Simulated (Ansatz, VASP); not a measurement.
## TiSi2: VASP beside Ansatz

```
Ti Si
1.0
     0.00000    3.76378    4.07813
     2.19041    0.00000    4.07813
     2.19041    3.76378    0.00000
Ti Si
2 4
Cartesian
  3.2856 5.6457 6.1172
  2.1904 3.7638 4.0781
  1.0952 0.6486 2.0391
  1.0952 3.1151 2.0391
  2.1904 1.2333 4.0781
  2.1904 6.2943 4.0781
```

Change from the starting cell: strain -0.080 along x and y, -0.040 along z, atoms carried along.

Alike in both runs: task single point; functional PBEsol; k mesh 14 × 14 × 14; occupations gaussian, width 0.15 eV; no spin polarisation.

```csv
,VASP,Ansatz
version,VASP 6.6.1,Ansatz 0.2.0
potentials or method,"VASP PAW PBE potentials, release 64 (Ti_sv, Si), cutoff 520 eV","scalar-relativistic, plane waves, PAW"
valence electrons in the cell,40,40
```

|  | VASP | Ansatz | Ansatz less VASP |
| --- | --- | --- | --- |
| gap on the k mesh at the Fermi level (eV) | none | none | - |
| pressure (GPa) | 48.5 | 48.3 | -0.14 |
| traceless stress, the component that is largest in VASP (GPa) | -9.11 | -9.17 | -0.064 |
| rms of the force components (eV/Å) | 0.035 | 0.034 | -0.0014 |

VASP's potentials were made for PBE, not for PBEsol. Atom by atom the forces differ by 0.001 eV/Å (rms over components). A gap of «none» marks a metal or a gap that the smearing closes. Both programs put the cell under a high pressure, so it lies far from rest at this level. The functional is the same, so the differences come from potentials, cutoffs and numerics.
